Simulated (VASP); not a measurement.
Write the native input for VASP 6.6.1 that does the following.

| Quantity | Value |
| --- | --- |
| Task | single point |
| Functional | PBE |
| Potentials or basis | VASP PAW PBE potentials, release 64 (Cd, As) |
| Cutoff | 520 eV |
| k mesh | 4 × 4 × 4 |
| Occupations | gaussian, width 0.1 eV |
| Spin | no spin polarisation |
| Dipole correction | no |
| Further INCAR settings | ALGO = Fast; EDIFF = 1e-06; NBANDS = 48 |

The structure of Cd6As lies in POSCAR:

```
Cd6As
1.0
    5.5528549900      0.0000000000      0.0000000000
    0.0000000000      5.5528549900      0.0000000000
    0.0000000000      0.0000000000      5.5528549900
Cd As
6 1
Direct
    0.2070000000      0.5000000000      0.5000000000
    0.5000000000      0.2070000000      0.5000000000
    0.7930000000      0.5000000000      0.5000000000
    0.5000000000      0.7930000000      0.5000000000
    0.5000000000      0.5000000000      0.2070000000
    0.5000000000      0.5000000000      0.7930000000
    0.0000000000      0.0000000000      0.0000000000
```

The cell was built from a structure type or drawn by symmetry, and may not be a known phase.

These files were run (other wordings do the same):

INCAR

```
SYSTEM = Cd6As
ALGO = Fast
EDIFF = 1E-6
ENCUT = 520
GGA = PE
ISIF = 2
ISMEAR = 0
LASPH = .True.
LCHARG = .False.
LREAL = .False.
LWAVE = .False.
NBANDS = 48
NELM = 100
PREC = Accurate
SIGMA = 0.1
```

KPOINTS

```
k-points
0
Gamma
  4 4 4
  0 0 0
```

Potentials or basis: VASP PAW PBE potentials, release 64 (Cd, As).

Command:

```console
$ cat potpaw_PBE.64/Cd/POTCAR potpaw_PBE.64/As/POTCAR > POTCAR
$ mpirun -np 1 vasp_std > vasp.out
```

It gave:

| Item | Value |
| --- | --- |
| Pressure | 60.1 GPa |
| Largest force | 11.674 eV/Å |
| Band gap on the k mesh | zero (an odd number of electrons rules out a gap without spin polarisation) |

Caveat: the cell stands under pressure; forces of over 1 eV/Å act on the atoms, so gaps and moduli don't describe the material at rest.

Run time: 34 s on 1 thread of Intel(R) Xeon(R) 6975P-C (Granite Rapids), with other jobs on the host, peak memory 0.28 GiB.
